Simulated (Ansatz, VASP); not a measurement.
**C4N in VASP and in Ansatz**

The input INCAR:

```
SYSTEM = C4N
  ALGO = Normal
  EDIFF = 1E-6
  EDIFFG = -0.04
  ENCUT = 600
  GGA = PE
  IBRION = 2
  ISIF = 3
  ISMEAR = 0
  LASPH = .True.
  LCHARG = .False.
  LREAL = .False.
  LWAVE = .False.
  NELM = 80
  NSW = 90
  PREC = Accurate
  SIGMA = 0.1
```

KPOINTS

```
k-points
0
Gamma
  6 6 6
  0 0 0
```

The input POSCAR:

```
C4N
1.0
   -2.4686644100      2.4686644100      2.4686644100
    2.4686644100     -2.4686644100      2.4686644100
    2.4686644100      2.4686644100     -2.4686644100
C N
4 1
Direct
    0.0000000000      0.0000000000      0.5000000000
    0.0000000000      0.5000000000      0.0000000000
    0.5000000000      0.0000000000      0.0000000000
    0.5000000000      0.5000000000      0.5000000000
    0.0000000000      0.0000000000      0.0000000000
```

Input for Ansatz:

```yaml
crystal:
  lattice:
    - [-2.46866441, 2.46866441, 2.46866441]
    - [2.46866441, -2.46866441, 2.46866441]
    - [2.46866441, 2.46866441, -2.46866441]
  atoms:
    - { symbol: C, position: [0.0, 0.0, 0.5] }
    - { symbol: C, position: [0.0, 0.5, 0.0] }
    - { symbol: C, position: [0.5, 0.0, 0.0] }
    - { symbol: C, position: [0.5, 0.5, 0.5] }
    - { symbol: "N", position: [0.0, 0.0, 0.0] }
basis:
  ecutwfc: 420
kpoints:
  mp_grid: { grid: [6, 6, 6] }
hamiltonian:
  xc: pbe
scf:
  occupations: { method: gaussian, width: 0.1 }
  lower_state_search: "off"
output:
  forces: true
  stress: true
  eigenvalues: true
relax:
  adjacent_minimum: "off"
  f_tol: 0.04
  max_steps: 70
  cell: { stress_tol: 0.4 }
```

Change from the starting cell: species swapped into the MnGa4 type (Im-3m, No. 229).

Alike in both runs: task relaxation of cell and atoms; functional PBE; k mesh 6 × 6 × 6; occupations gaussian, width 0.1 eV; no spin polarisation.

|  | VASP | Ansatz |
| --- | --- | --- |
| version | VASP 6.6.1 | Ansatz 0.2.0 |
| potentials or method | VASP PAW PBE potentials, release 64 (C, N), cutoff 600 eV | scalar-relativistic, plane waves, PAW |
| valence electrons in the cell | 21 | 21 |

VASP gave:

```
gap on the k mesh at the Fermi level, each at its own relaxed structure (eV) : none
relaxed volume (Å³/atom)                                                     : 7.38
relaxed cell length with the largest relative difference (Å)                 : 3.633
```

Question: What did Ansatz give for the same quantities?

Answer: gap on the k mesh at the Fermi level, each at its own relaxed structure (eV): none; relaxed volume (Å³/atom): 7.41; relaxed cell length with the largest relative difference (Å): 3.638.

A gap of «none» marks a metal or a gap that the smearing closes.

Noted on VASP's run: the volume moved by over 15 % at a fixed basis, so the end points are rough.
